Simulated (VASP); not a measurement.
# Ti6H in VASP: a series of runs, part 2 of 2

VASP 6.6.1. Earlier steps stand in the parts before.

## 3. Single point, r2SCAN

Input file POSCAR:

```
Ti6H
1.0
    5.9000000000      0.0000000000      0.0000000000
    2.9500000000      5.1095500000      0.0000000000
    0.0000000000      0.0000000000     17.6846000000
Ti H
12 2
Direct
    0.0000000000      0.0000000000      0.0565463737
    0.5000000000      0.0000000000      0.0565463737
   -0.0000024464      0.5000048928      0.0565463737
    0.4999975536      0.5000048928      0.0565463737
   -0.1674273588      0.3340411582      0.1879658008
    0.3501671053      0.3201064673      0.1671397713
   -0.1675124432      0.8336350559      0.1874568834
    0.3394330855      0.8187609476      0.1892663673
   -0.0253146585      0.0117818595      0.3207423408
    0.5538640235     -0.0447788944      0.3138267193
   -0.0541425743      0.5457427758      0.3245252932
    0.5148187908      0.5003963167      0.3194417742
    0.6822956343      1.4281883923      0.2290354320
    0.4349774100     -0.0376158370      0.1426382276
```

Input file INCAR.step1:

```
ALGO = Normal
EDIFF = 1E-4
ENCUT = 520
GGA = PE
ISMEAR = -1
LASPH = True
LCHARG = False
LREAL = False
LWAVE = True
NBANDS = 86
NELM = 100
PREC = Accurate
SIGMA = 0.15
```

Input file INCAR.step2:

```
ALGO = Normal
EDIFF = 1E-6
ENCUT = 520
ISIF = 2
ISMEAR = -1
ISTART = 1
LASPH = True
LCHARG = False
LMIXTAU = True
LREAL = False
LWAVE = False
METAGGA = R2SCAN
NBANDS = 86
NELM = 100
PREC = Accurate
SIGMA = 0.15
```

Input file KPOINTS:

```
k-points
0
Gamma
  2 2 1
```

Potentials or basis: VASP PAW PBE potentials, release 64 (Ti_sv, H).

Command:

```bash
cat potpaw_PBE.64/Ti_sv/POTCAR potpaw_PBE.64/H/POTCAR > POTCAR
cp INCAR.step1 INCAR
mpirun -np 1 vasp_std > vasp.out
cp INCAR.step2 INCAR
mpirun -np 1 vasp_std > vasp.out
```

OUTCAR:

```text
EDIFF = 1E-6
   ENCUT = 520
   ISIF = 2
   ISMEAR = -1
   ISTART = 1
   LASPH = True
   LREAL = False
   METAGGA = R2SCAN
   NELM = 100
   PREC = Accurate

 ion  position               nearest neighbor table
   1  0.000  0.000  0.057-   7 2.88   5 2.88   8 2.92
   2  0.500  0.000  0.057-  14 1.61   6 2.55   7 2.87
   3  1.000  0.500  0.057-   6 2.65   7 2.88   5 2.88
   4  0.500  0.500  0.057-   6 2.58   8 2.86   5 2.88
   5  0.833  0.334  0.188-  13 1.06  12 2.84   9 2.87   4 2.88   3 2.88   1 2.88   8 2.89   6 2.91

   6  0.350  0.320  0.167-   2 2.55   4 2.58   3 2.65   7 2.88   5 2.91
   7  0.832  0.834  0.187-  10 2.65  11 2.84   2 2.87   9 2.87   3 2.88   1 2.88   6 2.88
   8  0.339  0.819  0.189-  14 1.48  12 2.82  10 2.85   4 2.86   5 2.89   1 2.92
   9  0.975  0.012  0.321-  10 2.67  12 2.80  11 2.84   5 2.87   7 2.87
  10  0.554  0.955  0.314-  11 2.37   7 2.65   9 2.67  12 2.81   8 2.85
  11  0.946  0.546  0.325-  10 2.37  12 2.69   9 2.84   7 2.84
[... 551 lines left out ...]
------------------------ aborting loop because EDIFF is reached ----------------------------------------

  FORCE on cell =-STRESS in cart. coord.  units (eV):
  Direction    XX          YY          ZZ          XY          YZ          ZX
  --------------------------------------------------------------------------------------
  -------------------------------------------------------------------------------------
  Total        9.2995057      6.3245087     16.9416577     -5.7081943      6.3131930    -13.4369796
  in kB       27.9473440     19.0067327     50.9139250    -17.1545537     18.9727262    -40.3814896
  external PRESSURE =      32.6226672 kB  Pullay stress =       0.0000000 kB

 VOLUME and BASIS-vectors are now :
 -----------------------------------------------------------------------------
  energy-cutoff  :      520.00
  volume of cell :      533.13
      direct lattice vectors                 reciprocal lattice vectors
     5.900000000  0.000000000  0.000000000     0.169491525 -0.097855976  0.000000000
     2.950000000  5.109550000  0.000000000     0.000000000  0.195711951  0.000000000
     0.000000000  0.000000000 17.684600000     0.000000000  0.000000000  0.056546374

 POSITION                                       TOTAL-FORCE (eV/Angst)
 -----------------------------------------------------------------------------------
      0.00000      0.00000      1.00000         0.019421     -0.024771      0.558512
      2.95000      0.00000      1.00000         0.048646     -0.717089     -2.490326
      7.37500      2.55480      1.00000        -0.159927      0.376713     -0.148765
      4.42500      2.55480      1.00000         0.501646      0.281871     -0.263297
      5.89760      1.70680      3.32410        15.125358    -12.176856    -18.214591
      3.01030      1.63560      2.95580        -0.731759      0.045693      2.178741
      7.37090      4.25950      3.31510         0.714523     -0.318280     -0.824722
      4.41800      4.18350      3.34710        -2.893322     -1.815830      1.983120
      5.78540      0.06020      5.67220         0.694975     -0.262636     -0.221177
      6.08570      4.88075      5.54990        -1.439562      1.598058      0.441282
      7.19050      2.78850      5.73910         1.370304     -1.312583     -0.145097
      4.51360      2.55680      5.64920        -0.241288     -0.322056     -0.759368
      5.28870      2.18785      4.05040       -15.893867     12.366746     18.597161
      5.40540      4.91735      2.52250         2.884852      2.281021     -0.691472
 -----------------------------------------------------------------------------------
    total drift:                               -0.000224      0.000042     -0.000081

  FREE ENERGIE OF THE ION-ELECTRON SYSTEM (eV)
  ---------------------------------------------------
  free  energy   TOTEN  =      -147.4250448363 eV

  energy  without entropy=     -145.8214171824  energy(sigma->0) =     -146.62323101
```

OUTCAR.step1:

```text
EDIFF = 1E-4
   ENCUT = 520
   GGA = PE
   ISMEAR = -1
   LASPH = True
   LREAL = False
[... 599 lines left out ...]
      4.51360      2.55680      5.64920        -0.190436     -0.296897     -0.664626
      5.28870      2.18785      4.05040       -15.616801     12.163693     18.342617
      5.40540      4.91735      2.52250         2.808053      2.231475     -0.691761
 -----------------------------------------------------------------------------------
    total drift:                                0.006596      0.002186      0.002084

  FREE ENERGIE OF THE ION-ELECTRON SYSTEM (eV)
  ---------------------------------------------------
  free  energy   TOTEN  =       -86.7912528559 eV

  energy  without entropy=      -85.0364255776  energy(sigma->0) =      -85.91383922
```

OSZICAR.step1:

```text
N       E                     dE             d eps       ncg     rms          rms(c)
DAV:   1     0.194534429762E+04    0.19453E+04   -0.77977E+04   720   0.174E+03
DAV:   2     0.179211406270E+03   -0.17661E+04   -0.17382E+04   688   0.572E+02
DAV:   3    -0.511815185535E+02   -0.23039E+03   -0.22415E+03  1088   0.183E+02
DAV:   4    -0.100423822078E+03   -0.49242E+02   -0.48219E+02  1024   0.667E+01
[... 18 lines left out ...]
DAV:  23    -0.867915855615E+02    0.58662E-03   -0.53121E-03   920   0.494E-01    0.265E-01
DAV:  24    -0.867916995298E+02   -0.11397E-03   -0.47534E-03   896   0.451E-01    0.229E-01
DAV:  25    -0.867913491616E+02    0.35037E-03   -0.31645E-03   904   0.419E-01    0.114E-01
DAV:  26    -0.867912027662E+02    0.14640E-03   -0.83205E-04   744   0.183E-01    0.148E-01
DAV:  27    -0.867912528559E+02   -0.50090E-04   -0.57799E-04   648   0.168E-01
   1 F= -.86791253E+02 E0= -.85913839E+02  d E =-.175483E+01
```

It took 21 min on 1 thread of Intel Xeon 6975P-C (Granite Rapids), shared host; peak memory 0.79 GiB.

Results:

| Item | Value |
| --- | --- |
| Free energy | -147.4250 eV |
| Largest force | 27.412 eV/Å |
| Band gap on the k mesh | zero (bands 73 and 74 overlap by 0.49 eV) |

Forces in eV/Å, atoms in the order of the input:
```
Ti    0.019  -0.025   0.559
Ti    0.049  -0.717  -2.490
Ti   -0.160   0.377  -0.149
Ti    0.502   0.282  -0.263
Ti   15.125 -12.177 -18.215
Ti   -0.732   0.046   2.179
Ti    0.715  -0.318  -0.825
Ti   -2.893  -1.816   1.983
Ti    0.695  -0.263  -0.221
Ti   -1.440   1.598   0.441
Ti    1.370  -1.313  -0.145
Ti   -0.241  -0.322  -0.759
H   -15.894  12.367  18.597
H     2.885   2.281  -0.691
```

Caveat: the k points lie up to 0.61 Å⁻¹ apart; atoms lie so close that the PAW spheres overlap strongly, which falsifies energies and pressures; the PAW data sets were made with another functional, which shifts forces and pressure a little.

## 4. Single point, r2SCAN

Input file POSCAR:

```
Ti6H
1.0
    5.9000000000      0.0000000000      0.0000000000
    2.9500000000      5.1095500000      0.0000000000
    0.0000000000      0.0000000000     17.6846000000
Ti H
12 2
Direct
    0.0000000000      0.0000000000      0.0565463737
    0.5000000000      0.0000000000      0.0565463737
   -0.0000024464      0.5000048928      0.0565463737
    0.4999975536      0.5000048928      0.0565463737
   -0.1266332564      0.3231987161      0.1777704896
    0.3575729404      0.3490914073      0.1612646031
   -0.1502269028      0.8195046531      0.1843072504
    0.3223128749      0.8053742502      0.1895886817
   -0.0243174924      0.0000587136      0.3187632177
    0.5756264361     -0.0598291435      0.3108127976
   -0.0886024503      0.5712049006      0.3283082456
    0.5105084990      0.5056609682      0.3213700055
    0.6023002231      1.5514673504      0.6267882791
    0.3557912759      0.3192649059      0.2951042150
```

Input file INCAR.step1:

```
SYSTEM = Ti6H
  ALGO = Normal
  EDIFF = 1E-4
  ENCUT = 520
  GGA = PE
  ISMEAR = -1
  LASPH = .True.
  LCHARG = .False.
  LREAL = .False.
  LWAVE = .True.
  NBANDS = 86
  NELM = 100
  PREC = Accurate
  SIGMA = 0.15
```

Input file INCAR.step2:

```
SYSTEM = Ti6H
  ALGO = Normal
  EDIFF = 1E-7
  ENCUT = 520
  ISIF = 2
  ISMEAR = -1
  ISTART = 1
  LASPH = .True.
  LCHARG = .False.
  LMIXTAU = .True.
  LREAL = .False.
  LWAVE = .False.
  METAGGA = R2SCAN
  NBANDS = 86
  NELM = 100
  PREC = Accurate
  SIGMA = 0.15
```

Input file KPOINTS:

```
k-points
0
Gamma
  2 2 1
  0 0 0
```

Potentials or basis: VASP PAW PBE potentials, release 64 (Ti_sv, H).

Command:

```bash
cat potpaw_PBE.64/Ti_sv/POTCAR potpaw_PBE.64/H/POTCAR > POTCAR
cp INCAR.step1 INCAR
mpirun -np 1 vasp_std > vasp.out
cp INCAR.step2 INCAR
mpirun -np 1 vasp_std > vasp.out
```

OUTCAR:

```text
SYSTEM = Ti6H
   EDIFF = 1E-7
   ENCUT = 520
   ISIF = 2
   ISMEAR = -1
   ISTART = 1
   LASPH = .True.
   LREAL = .False.
   METAGGA = R2SCAN
   NELM = 100
   PREC = Accurate

 ion  position               nearest neighbor table
   1  0.000  0.000  0.057-   5 2.71   7 2.82   8 2.88
   2  0.500  0.000  0.057-   6 2.58   7 2.88
   3  1.000  0.500  0.057-   6 2.61   5 2.65   7 2.79
   4  0.500  0.500  0.057-   6 2.38   8 2.83   5 2.87
   5  0.873  0.323  0.178-   3 2.65   1 2.71   7 2.86   4 2.87   8 2.88
   6  0.358  0.349  0.161-   4 2.38   2 2.58   3 2.61   8 2.64   7 2.92
   7  0.850  0.820  0.184-  10 2.64   8 2.75   3 2.79   1 2.82   9 2.85   5 2.86  11 2.87   2 2.88
                             6 2.92
   8  0.322  0.805  0.190-   6 2.64   7 2.75  12 2.80   4 2.83   1 2.88   5 2.88   9 2.89
   9  0.976  0.000  0.319-  10 2.56  11 2.74   7 2.85  12 2.87   8 2.89
  10  0.576  0.940  0.311-  11 2.11   9 2.56   7 2.64  12 2.78
  11  0.911  0.571  0.328-  10 2.11  12 2.58   9 2.74   7 2.87
  12  0.511  0.506  0.321-  14 1.81  11 2.58  10 2.78   8 2.80   9 2.87
[... 551 lines left out ...]

  FORCE on cell =-STRESS in cart. coord.  units (eV):
  Direction    XX          YY          ZZ          XY          YZ          ZX
  --------------------------------------------------------------------------------------
  -------------------------------------------------------------------------------------
  Total        2.5413480      1.8906255     -1.4148046      1.7971217     -0.5763961     -0.8563141
  in kB        7.6373874      5.6818033     -4.2518422      5.4008008     -1.7322148     -2.5734384
  external PRESSURE =       3.0224495 kB  Pullay stress =       0.0000000 kB

 VOLUME and BASIS-vectors are now :
 -----------------------------------------------------------------------------
  energy-cutoff  :      520.00
  volume of cell :      533.13
      direct lattice vectors                 reciprocal lattice vectors
     5.900000000  0.000000000  0.000000000     0.169491525 -0.097855976  0.000000000
     2.950000000  5.109550000  0.000000000     0.000000000  0.195711951  0.000000000
     0.000000000  0.000000000 17.684600000     0.000000000  0.000000000  0.056546374

 POSITION                                       TOTAL-FORCE (eV/Angst)
 -----------------------------------------------------------------------------------
      0.00000      0.00000      1.00000        -0.088381     -0.108617      0.327953
      2.95000      0.00000      1.00000        -0.390452     -0.729003      0.133626
      7.37500      2.55480      1.00000        -0.247652      0.440002     -0.832302
      4.42500      2.55480      1.00000         1.398571      0.613716     -1.054861
      6.10630      1.65140      3.14380        -0.868201     -0.039237      0.606478
      3.13950      1.78370      2.85190        -1.017662     -1.314749      3.557605
      7.43120      4.18730      3.25940         0.342860      0.283812     -1.108555
      4.27750      4.11510      3.35280         1.305472      0.830046     -0.670136
      5.75670      0.00030      5.63720         1.247823      0.368762     -0.280257
      6.16970      4.80385      5.49660        -2.444336      3.224717     -0.060922
      7.06230      2.91860      5.80600         2.708309     -2.781317      0.082569
      4.50370      2.58370      5.68330        -1.205330     -0.352874     -0.683703
      5.18040      2.81775     11.08450         0.000562     -0.001007     -0.067904
      3.04100      1.63130      5.21880        -0.741582     -0.434252      0.050409
 -----------------------------------------------------------------------------------
    total drift:                                0.000094      0.000218     -0.002936

  FREE ENERGIE OF THE ION-ELECTRON SYSTEM (eV)
  ---------------------------------------------------
  free  energy   TOTEN  =      -149.3993428634 eV

  energy  without entropy=     -147.6026462551  energy(sigma->0) =     -148.50099456
```

OUTCAR.step1:

```text
SYSTEM = Ti6H
   EDIFF = 1E-4
   ENCUT = 520
   GGA = PE
   ISMEAR = -1
   LASPH = .True.
   LREAL = .False.
   NELM = 100
[... 598 lines left out ...]
      4.50370      2.58370      5.68330        -1.051032     -0.307470     -0.606411
      5.18040      2.81775     11.08450         0.000662     -0.000413     -0.057718
      3.04100      1.63130      5.21880        -0.728240     -0.388112      0.005689
 -----------------------------------------------------------------------------------
    total drift:                                0.000781     -0.004437     -0.033814

  FREE ENERGIE OF THE ION-ELECTRON SYSTEM (eV)
  ---------------------------------------------------
  free  energy   TOTEN  =       -89.0378409334 eV

  energy  without entropy=      -87.0976960901  energy(sigma->0) =      -88.06776851
```

It took 86 min on 1 thread of Oxide Virtual Turin-like, shared host; peak memory 0.77 GiB.

What came out:

| Quantity | Value |
| --- | --- |
| Free energy | -149.3993 eV |
| Largest force | 4.047 eV/Å |
| Band gap on the k mesh | zero (bands 73 and 74 overlap by 0.33 eV) |

Forces on the atoms (eV/Å):
```
Ti  -0.088 -0.109  0.328
Ti  -0.390 -0.729  0.134
Ti  -0.248  0.440 -0.832
Ti   1.399  0.614 -1.055
Ti  -0.868 -0.039  0.606
Ti  -1.018 -1.315  3.558
Ti   0.343  0.284 -1.109
Ti   1.305  0.830 -0.670
Ti   1.248  0.369 -0.280
Ti  -2.444  3.225 -0.061
Ti   2.708 -2.781  0.083
Ti  -1.205 -0.353 -0.684
H    0.001 -0.001 -0.068
H   -0.742 -0.434  0.050
```

Levels at points of the mesh, in eV from the Fermi level:
| k point | band 72 | band 73 | band 74 | band 75 | band 76 | band 77 |
| --- | --- | --- | --- | --- | --- | --- |
| (0.00, 0.00, 0.00) | 0.19 | 0.28 | 0.34 | 0.56 | 0.58 | 0.69 |
| (0.50, 0.00, 0.00) | -0.20 | -0.11 | -0.05 | 0.00 | 0.11 | 0.17 |
| (0.50, 0.50, 0.00) | -0.21 | -0.06 | -0.04 | -0.02 | 0.05 | 0.16 |
| (0.00, 0.50, 0.00) | -0.18 | -0.08 | -0.04 | 0.05 | 0.12 | 0.15 |

Caveat: the k points lie up to 0.61 Å⁻¹ apart; the PAW data sets were made with another functional, which shifts forces and pressure a little.

## 5. Overview

| cell | gap on the mesh (eV) | largest force (eV/Å) |
| --- | --- | --- |
| as given, atomic positions A | none | 5.73 |
| as given, atomic positions B | none | 27.41 |
| as given, atomic positions C | none | 4.05 |

Alike in all rows: task single point; level r2SCAN; potentials or basis VASP PAW PBE potentials, release 64 (Ti_sv, H); no spin polarisation; k mesh 2 × 2 × 1; cutoff (eV) 520; smearing fermi-dirac 0.15 eV.

Caveats: all runs use coarse meshes; the PAW data sets were made with another functional, which shifts forces and pressure a little; atoms lie so close that the PAW spheres overlap strongly, which falsifies energies and pressures (at least some runs).

Total energies depend on the potentials used, so only differences within one code and one set of settings carry meaning.
